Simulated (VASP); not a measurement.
# AlNi (Pm-3m) in VASP: further runs

AlNi is run at these levels: PBE; tasks: single point.

Everything below comes from runs of VASP 6.6.1. Logs are shortened: lines on timing, memory, paths and dates and some standing lists are left out, and cuts for length are marked.

## (1) The cell of the first run

Symmetry: Pm-3m, No. 221, cubic system. Conventional cell: a = 2.881 Å, b = 2.881 Å, c = 2.881 Å, α = 90.00°, β = 90.00°, γ = 90.00°. Ni (site symmetry m-3m) has 8 Al at 2.50 Å and 6 Ni at 2.88 Å within 3.3 Å. Al (site symmetry m-3m) has 8 Ni at 2.50 Å and 6 Al at 2.88 Å within 3.3 Å.

## (2) Single point, PBE, collinear spin, ferromagnetic start

INCAR reads:

```
SYSTEM = AlNi
  PREC = Accurate
  ENCUT = 520
  EDIFF = 1E-6
  ISMEAR = -1
  SIGMA = 0.05
  LREAL = .False.
  LASPH = .True.
  NELM = 150
  ALGO = Normal
  ISIF = 2
  LWAVE = .False.
  LCHARG = .False.
  ISPIN = 2
  MAGMOM = 0.8 0
  LORBIT = 11
  NUPDOWN = 0.8
  LMAXMIX = 4
  GGA = PE
  NBANDS = 18
```

KPOINTS reads:

```
regular mesh
0
Gamma
  8 8 8
  0 0 0
```

POSCAR reads:

```
AlNi
1.0
    2.8810000000      0.0000000000      0.0000000000
    0.0000000000      2.8810000000      0.0000000000
    0.0000000000      0.0000000000      2.8810000000
Ni Al
1 1
Direct
    0.5000000000      0.5000000000      0.5000000000
    0.0000000000      0.0000000000      0.0000000000
```

Potentials or basis: VASP PAW PBE potentials, release 64 (Ni, Al).

Started as:

```sh
$ cat potpaw_PBE.64/Ni/POTCAR potpaw_PBE.64/Al/POTCAR > POTCAR
$ mpirun -np 1 vasp_std > vasp.out
```

OUTCAR:

```text
SYSTEM = AlNi
   PREC = Accurate
   ENCUT = 520
   EDIFF = 1E-6
   ISMEAR = -1
   LREAL = .False.
   LASPH = .True.
   NELM = 150
   ISIF = 2
   ISPIN = 2
   LORBIT = 11
   NUPDOWN = 0.8
   GGA = PE

 ion  position               nearest neighbor table
   1  0.500  0.500  0.500-   2 2.50   2 2.50   2 2.50   2 2.50   2 2.50   2 2.50   2 2.50   2 2.50

   2  0.000  0.000  0.000-   1 2.50   1 2.50   1 2.50   1 2.50   1 2.50   1 2.50   1 2.50   1 2.50

  LATTYP: Found a simple cubic cell.
 ALAT       =     2.8810000000

  Lattice vectors:

 A1 = (   2.8810000000,   0.0000000000,   0.0000000000)
 A2 = (   0.0000000000,   2.8810000000,   0.0000000000)
 A3 = (   0.0000000000,   0.0000000000,   2.8810000000)

Analysis of symmetry for initial positions (statically):
=====================================================================
 Subroutine PRICEL returns:
 Original cell was already a primitive cell.

 Routine SETGRP: Setting up the symmetry group for a
 simple cubic supercell.

 Subroutine GETGRP returns: Found 48 space group operations
 (whereof 48 operations were pure point group operations)
 out of a pool of 48 trial point group operations.

The static configuration has the point symmetry O_h .

Analysis of symmetry for dynamics (positions and initial velocities):
=====================================================================
 Subroutine PRICEL returns:
 Original cell was already a primitive cell.

 Routine SETGRP: Setting up the symmetry group for a
 simple cubic supercell.

 Subroutine GETGRP returns: Found 48 space group operations
 (whereof 48 operations were pure point group operations)
 out of a pool of 48 trial point group operations.

The dynamic configuration has the point symmetry O_h .

Analysis of structural, dynamic, and magnetic symmetry:
=====================================================================
 Subroutine PRICEL returns:
 Original cell was already a primitive cell.

 Routine SETGRP: Setting up the symmetry group for a
 simple cubic supercell.

 Subroutine GETGRP returns: Found 48 space group operations
 (whereof 48 operations were pure point group operations)
 out of a pool of 48 trial point group operations.

The overall configuration has the point symmetry O_h .

 Subroutine INISYM returns: Found 48 space group operations
 (whereof 48 operations are pure point group operations),
 and found     1 'primitive' translations

----------------------------------------------------------------------------------------

                                     Primitive cell

  volume of cell :      23.9128

  direct lattice vectors                    reciprocal lattice vectors
     2.881000000  0.000000000  0.000000000     0.347101701  0.000000000  0.000000000
     0.000000000  2.881000000  0.000000000     0.000000000  0.347101701  0.000000000
     0.000000000  0.000000000  2.881000000     0.000000000  0.000000000  0.347101701

  length of vectors
     2.881000000  2.881000000  2.881000000     0.347101701  0.347101701  0.347101701

  position of ions in fractional coordinates (direct lattice)
     0.500000000  0.500000000  0.500000000
     0.000000000  0.000000000  0.000000000

  ion indices of the primitive-cell ions
   primitive index   ion index
                 1           1
                 2           2

----------------------------------------------------------------------------------------

 KPOINTS: regular mesh

Automatic generation of k-mesh.
 Grid dimensions read from file:
 generate k-points for:    8    8    8

 Generating k-lattice:

  Cartesian coordinates                     Fractional coordinates (reciprocal lattice)
     0.043387713  0.000000000  0.000000000     0.125000000  0.000000000  0.000000000
     0.000000000  0.043387713  0.000000000     0.000000000  0.125000000  0.000000000
     0.000000000  0.000000000  0.043387713     0.000000000  0.000000000  0.125000000

  Length of vectors
     0.043387713  0.043387713  0.043387713

  Shift w.r.t. Gamma in fractional coordinates (k-lattice)
     0.000000000  0.000000000  0.000000000

 Subroutine IBZKPT returns following result:
 ===========================================

 Found     35 irreducible k-points:

 Following reciprocal coordinates:
            Coordinates               Weight
  0.000000  0.000000  0.000000      1.000000
  0.125000  0.000000  0.000000      6.000000
  0.250000  0.000000  0.000000      6.000000
  0.375000  0.000000  0.000000      6.000000
  0.500000  0.000000  0.000000      3.000000
  0.125000  0.125000  0.000000     12.000000
[... 16 lines left out ...]
  0.375000  0.375000  0.125000     24.000000
  0.500000  0.375000  0.125000     24.000000
 [... further k-points ...]
   k-points           NKPTS =     35   k-points in BZ     NKDIM =     35   number of bands    NBANDS=     18
   number of dos      NEDOS =    301   number of ions     NIONS =      2
   total plane-waves  NPLWV =  13824
   dimension x,y,z NGX =    24 NGY =   24 NGZ =   24
   dimension x,y,z NGXF=    48 NGYF=   48 NGZF=   48
   ions per type =               1   1
   NGX,Y,Z   is equivalent  to a cutoff of  13.85, 13.85, 13.85 a.u.
   NGXF,Y,Z  is equivalent  to a cutoff of  27.70, 27.70, 27.70 a.u.
 SYSTEM =  AlNi
   PREC   = accura    normal or accurate (medium, high low for compatibility)
   ISTART =      0    job   : 0-new  1-cont  2-samecut
   ICHARG =      2    charge: 1-file 2-atom 10-const
   ISPIN  =      2    spin polarized calculation?
   LNONCOLLINEAR =      F non collinear calculations
   LSORBIT =      F    spin-orbit coupling
   LASPH  =      T    aspherical Exc in radial PAW
   ENCUT  =  520.0 eV  38.22 Ry    6.18 a.u.   5.36  5.36  5.36*2*pi/ulx,y,z
   NELM   =    150;   NELMIN=  2; NELMDL= -5     # of ELM steps
   EDIFF  = 0.1E-05   stopping-criterion for ELM
   LREAL  =      F    real-space projection
   EDIFFG = 0.1E-04   stopping-criterion for IOM
   NSW    =      0    number of steps for IOM
   IBRION =     -1    ionic relax: 0-MD 1-quasi-New 2-CG
   NFREE  =      0    steps in history (QN), initial steepest desc. (CG)
   ISIF   =      2    stress and relaxation
   ISYM   =      2    0-nonsym 1-usesym 2-fastsym
   POTIM  = 0.5000    time-step for ionic-motion
   TEBEG  =    0.0;   TEEND  =   0.0 temperature during run
   PSTRESS=    0.0 pullay stress
   NELECT =      13.0000    total number of electrons
   NUPDOWN=       0.8000    fix difference up-down
   EMIN   =  10.00;   EMAX   =-10.00  energy-range for DOS
   EFERMI =   0.00;   METHOD = LEGACY
   ISMEAR =    -1;   SIGMA  =   0.05  broadening in eV -4-tet -1-fermi 0-gaus
   EFERMI_NEDOS =   21; number of points for ismear=-14 and -15
   IALGO  =     38    algorithm
   IMIX   =      4    mixing-type and parameters
     AMIX     =   0.40;   BMIX     =  1.00
     AMIX_MAG =   1.60;   BMIX_MAG =  1.00
  volume/ion in A,a.u.               =      11.96        80.69
  Fermi-wavevector in a.u.,A,eV,Ry     =   1.336122  2.524904 24.289410  1.785221
  Thomas-Fermi vector in A             =   2.464773
   LORBIT       =     11    0 simple, 1 ext, 2 COOP (PROOUT), +10 PAW based schemes
   GGA     = PE    functional components
   LHFCALC =     F    Hartree Fock is set to
   AEXX    =    0.0000 exact exchange contribution
   IVDW    =     0    specifies the selected vdW correction
   LEPSILON=     F    determine dielectric tensor
   LRPA    =     F    only Hartree local field effects (RPA)
 spin polarized calculation
  energy-cutoff  :      520.00
  volume of cell :       23.91
 maximum number of plane-waves:       660
 NGX is ok and might be reduce to    24
   NGX = 11   NGY = 11   NGZ = 11

 number of electron      13.0000014 magnetization       0.8000002

 Free energy of the ion-electron system (eV)
  ---------------------------------------------------
  ext. energy  EPLUGINS =         0.00000000
  ---------------------------------------------------
  free energy    TOTEN  =       -10.22079896 eV

  energy without entropy =      -10.21136142  energy(sigma->0) =      -10.21608019

 E-fermi :   9.5340     XC(G=0): -12.0571

 val. band max:       11.0729190890   @ k =   0.2500   0.2500   0.1250
 cond. band min:       9.5377929449   @ k =   0.5000   0.2500   0.1250
 fundamental gap:     -1.5351261441
 Fermi energy:        11.1131307281

 spin component 1

 k-point     1 :       0.0000    0.0000    0.0000
  band No.  band energies     occupation
      1      -1.2247      1.00000
      2       6.2627      1.00000
      3       6.2627      1.00000
      4       8.0510      1.00000
      5       8.0510      1.00000
      6       8.0510      1.00000
[... 10 lines left out ...]
     17      33.2583      0.00000
     18      33.2583      0.00000
[... 463 lines left out ...]
 k-point    24 :       0.5000    0.3750    0.1250
  band No.  band energies     occupation
      1       4.3565      1.00000
      2       5.5366      1.00000
      3       6.6333      1.00000
      4       6.9671      1.00000
      5       7.7448      1.00000
      6       8.1323      1.00000
[... 10 lines left out ...]
     17      33.9215      0.00000
     18      36.5524      0.00000

 [... further k-points ...]

 spin component 2

 k-point     1 :       0.0000    0.0000    0.0000
  band No.  band energies     occupation
      1      -0.9826      1.00000
      2       6.9454      1.00000
      3       6.9454      1.00000
      4       8.4382      1.00000
      5       8.4382      1.00000
      6       8.4382      1.00000
[... 10 lines left out ...]
     17      33.4910      0.00000
     18      33.4910      0.00000
[... 463 lines left out ...]
 k-point    24 :       0.5000    0.3750    0.1250
  band No.  band energies     occupation
      1       4.6398      1.00000
      2       5.8681      1.00000
      3       6.9535      1.00000
      4       7.5286      1.00000
      5       8.2446      1.00000
      6       8.4665      1.00000
[... 10 lines left out ...]
     17      34.1509      0.00000
     18      36.8496      0.00000

 [... further k-points ...]

------------------------ aborting loop because EDIFF is reached ----------------------------------------

  FORCE on cell =-STRESS in cart. coord.  units (eV):
  Direction    XX          YY          ZZ          XY          YZ          ZX
  --------------------------------------------------------------------------------------
  -------------------------------------------------------------------------------------
  Total        0.6604294      0.6604294      0.6604294      0.0000000      0.0000000      0.0000000
  in kB       44.2493840     44.2493840     44.2493840      0.0000000      0.0000000      0.0000000
  external PRESSURE =      44.2493840 kB  Pullay stress =       0.0000000 kB

 VOLUME and BASIS-vectors are now :
 -----------------------------------------------------------------------------
  energy-cutoff  :      520.00
  volume of cell :       23.91
      direct lattice vectors                 reciprocal lattice vectors
     2.881000000  0.000000000  0.000000000     0.347101701  0.000000000  0.000000000
     0.000000000  2.881000000  0.000000000     0.000000000  0.347101701  0.000000000
     0.000000000  0.000000000  2.881000000     0.000000000  0.000000000  0.347101701

 POSITION                                       TOTAL-FORCE (eV/Angst)
 -----------------------------------------------------------------------------------
      1.44050      1.44050      1.44050         0.000000      0.000000      0.000000
      0.00000      0.00000      0.00000         0.000000      0.000000      0.000000
 -----------------------------------------------------------------------------------
    total drift:                                0.000000      0.000000     -0.000000

  FREE ENERGIE OF THE ION-ELECTRON SYSTEM (eV)
  ---------------------------------------------------
  free  energy   TOTEN  =       -10.2207989611 eV

  energy  without entropy=      -10.2113614170  energy(sigma->0) =      -10.21608019

 total charge

# of ion       s       p       d       tot
------------------------------------------
    1        0.473   0.545   8.417   9.434
    2        0.383   0.421   0.000   0.804
--------------------------------------------------
tot          0.855   0.966   8.417  10.238

 magnetization (x)

# of ion       s       p       d       tot
------------------------------------------
    1        0.026   0.068   0.502   0.596
    2        0.008   0.045   0.000   0.053
--------------------------------------------------
tot          0.034   0.113   0.502   0.650
```

Run time: 44 s. Hardware: 1 thread of Intel Xeon 8259CL, shared host; peak memory 0.16 GiB.

What came out:

- Free energy: -10.2208 eV
- Pressure: 4.4 GPa
- Net moment: 0.80 μB per cell
- Site moments: Ni +0.60; Al +0.05 μB
- Valence electrons inside the program's atomic spheres: Ni 9.43; Al 0.80

Caveat: the cell stands under pressure; the total moment is fixed, so each spin has its own Fermi level.

## (3) Single point, PBE, collinear spin, ferromagnetic start

INCAR reads:

```
PREC = Accurate
ENCUT = 520
EDIFF = 1E-6
ISMEAR = -1
SIGMA = 0.05
LREAL = False
LASPH = True
NELM = 150
ALGO = Normal
ISIF = 2
LWAVE = False
LCHARG = False
ISPIN = 2
MAGMOM = 1 0
LORBIT = 11
NUPDOWN = 1.0
LMAXMIX = 4
GGA = PE
NBANDS = 18
```

KPOINTS reads:

```
Automatic mesh
0
Gamma
  8 8 8
```

POSCAR is that of step 2.

Potentials or basis: VASP PAW PBE potentials, release 64 (Ni, Al).

Started as:

```sh
$ cat potpaw_PBE.64/Ni/POTCAR potpaw_PBE.64/Al/POTCAR > POTCAR
$ mpirun -np 1 vasp_std > vasp.out
```

Wall time 34 s (1 thread of Intel Xeon 8259CL, shared host); peak memory 0.16 GiB.

Results (log left out):

- Free energy: -10.0222 eV
- Pressure: 5.8 GPa
- Net moment: 1.00 μB per cell
- Site moments: Ni +0.74; Al +0.06 μB
- Valence electrons inside the program's atomic spheres: Ni 9.43; Al 0.80

Caveat: the cell stands under pressure; the total moment is fixed, so each spin has its own Fermi level.
